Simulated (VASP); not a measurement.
Input of a VASP 6.6.1 run:

File INCAR:

```
SYSTEM = LiCl
  ALGO = Normal
  EDIFF = 1E-6
  ENCUT = 520
  GGA = CA
  ISIF = 2
  ISMEAR = 0
  LASPH = .TRUE.
  LCHARG = .FALSE.
  LREAL = .FALSE.
  LWAVE = .FALSE.
  NBANDS = 12
  NELM = 60
  PREC = Accurate
  SIGMA = 0.01
```

KPOINTS

```
k-points
0
G
  4 4 4
  0 0 0
```

Contents of POSCAR:

```
LiCl
1.0
    0.0000000000      2.5560369889      2.5560369889
    2.5560369889      0.0000000000      2.5560369889
    2.5560369889      2.5560369889      0.0000000000
Li Cl
1 1
Direct
    0.0000000000      0.0000000000      0.0000000000
    0.5000000000      0.5000000000      0.5000000000
```

Potentials or basis: VASP PAW LDA potentials, release 64 (Li_sv, Cl).

Launch:

```bash
$ cat potpaw_LDA.64/Li_sv/POTCAR potpaw_LDA.64/Cl/POTCAR > POTCAR
$ mpirun -np 1 vasp_std > vasp.out
```

**Question.** Estimate the band gap on the k mesh.

**Answer.** 6.06 eV.

Caveat: the k points lie up to 0.53 Å⁻¹ apart. A k mesh can miss the band edges.
